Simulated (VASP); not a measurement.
Here is a VASP 6.6.1 calculation.

File INCAR:

```
SYSTEM = MnO
PREC     = Accurate       ! precision mode
ENCUT    = 520            ! plane-wave cutoff, eV
EDIFF    = 1E-6           ! SCF threshold, eV
ISMEAR   = 0              ! smearing method
SIGMA    = 0.05           ! smearing width, eV
LREAL    = .FALSE.        ! projectors in reciprocal space
LASPH    = .TRUE.         ! aspherical terms in the spheres
NELM     = 150            ! most SCF steps
ALGO     = Normal         ! electronic algorithm
ISIF     = 2              ! what is computed and relaxed
LWAVE    = .FALSE.        ! write WAVECAR
LCHARG   = .TRUE.         ! write CHGCAR
ISPIN    = 2              ! spin polarisation
MAGMOM   = 5 0            ! initial moments
LORBIT   = 11             ! projections on sites
LMAXMIX  = 4              ! l up to which the mixer works
LDAU     = .TRUE.         ! DFT+U
LDAUTYPE = 2            
LDAUL    = 2 -1           ! shell
LDAUU    = 3.9 0          ! U, eV
LDAUJ    = 0 0          
LDAUPRINT= 1            
GGA      = PE             ! functional
LELF     = .TRUE.         ! ELF
LVHAR    = .TRUE.       
NBANDS   = 20             ! bands
```

KPOINTS

```
Automatic mesh
0
G
  10 10 10
  0 0 0
```

POSCAR

```
MnO
1.0
    0.0000000000      2.2220003343      2.2220003343
    2.2220003343      0.0000000000      2.2220003343
    2.2220003343      2.2220003343      0.0000000000
Mn O
1 1
Direct
    0.0000000000      0.0000000000      0.0000000000
    0.5000000000      0.5000000000      0.5000000000
```

Potentials or basis: VASP PAW PBE potentials, release 64 (Mn_pv, O).

The run is started by

```console
$ cat potpaw_PBE.64/Mn_pv/POTCAR potpaw_PBE.64/O/POTCAR > POTCAR
$ mpirun -np 1 vasp_std > vasp.out
```

(1) What does it give for the band gap on the k mesh?

(2) Estimate the pressure.

(3) Predict the site moments.

(4) Estimate the net moment.

Answers

(1) 0.21 eV, indirect (least direct gap 2.70 eV).

(2) 7.9 GPa.

(3) Mn +4.62; O +0.16 μB.

(4) 5.00 μB per cell.

Caveat: a cell with one magnetic atom can't hold antiferromagnetic order, which such compounds often take.
